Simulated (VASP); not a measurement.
Runs of VASP 6.6.1 on KI. The structure is cubic, space group F-43m (No. 216). Conventional cell: a = 7.932 Å, b = 7.932 Å, c = 7.932 Å, α = 90.00°, β = 90.00°, γ = 90.00°. Within 4.5 Å of K (site symmetry -43m) lie 4 I at 3.43 Å. Within 4.5 Å of I (site symmetry -43m) lie 4 K at 3.43 Å. 

| level | k mesh | grid for exact exchange (PRECFOCK) | share of exact exchange | screening parameter | gap on the mesh (eV) | pressure (GPa) |
| --- | --- | --- | --- | --- | --- | --- |
| PBE | 6 × 6 × 6 | - | - | - | 3.93 | 0.2 |
| r2SCAN | 4 × 4 × 4 | - | - | - | 4.47 | 0.0 |
| HSE06 | 4 × 4 × 4 | Normal | 0.25 | 0.2079 1/Å | 4.88 | 0.1 |
| PBE0 | 4 × 4 × 4 | Normal | 0.25 | - | (a) | 0.1 |
| PBE | 4 × 4 × 4 | - | - | - | 3.93 | 0.2 |

Alike in all rows: task single point; potentials or basis VASP PAW PBE potentials, release 64 (K_sv, I); no spin polarisation; cell as given; cutoff (eV) 520; smearing gaussian 0.01 eV.

Question: Fill in the values left out.

Answer: (a) 5.60.

Caveats: spin-orbit coupling is left out, which moves the levels of the heavy elements; the PAW data sets were made with another functional, which shifts forces and pressure a little (at least some runs).

A k mesh can miss the band edges, and the runs leave out spin-orbit coupling on I.
